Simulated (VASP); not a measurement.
## Os: single point with PBE

Os:

```xyz
1
Lattice="-1.3632 1.3632 1.9279 1.3632 -1.3632 1.9279 1.3632 1.3632 -1.9279" Properties=species:S:1:pos:R:3 pbc="T T T"
Os    0.0000    0.0000    1.9279
```

The cell was generated, and may not be a known phase.

```
Program                : VASP 6.6.1
Task                   : single point
Functional             : PBE
Potentials or basis    : VASP PAW PBE potentials, release 64 (Os)
Cutoff                 : 520 eV
k mesh                 : 28 × 28 × 28
Occupations            : gaussian, width 0.1 eV
Spin                   : no spin polarisation
Dipole correction      : no
Further INCAR settings : ALGO = Fast; EDIFF = 1e-07; NBANDS = 10
```

- Pressure: -0.1 GPa
- Band gap on the k mesh: zero (bands 4 and 5 overlap by 3.83 eV)

Levels at points of the mesh, in eV from the Fermi level:
```tsv
k point	band 2	band 3	band 4	band 5	band 6	band 7
(0.00, 0.00, 0.00)	-2.89	-2.89	-2.89	0.05	0.05	14.28
(0.50, 0.00, 0.00)	-3.04	-3.04	-0.20	2.38	2.38	8.73
(0.50, 0.50, 0.00)	-6.65	2.32	2.34	3.05	3.05	11.93
(0.50, 0.50, 0.50)	-6.65	2.32	2.34	3.05	3.05	11.93
```

Run time: 4.4 min on 1 thread of Oxide Virtual Turin-like Processor, with other jobs on the host, peak memory 0.31 GiB.

Caveat: spin-orbit coupling is left out, which moves the levels of the heavy elements.
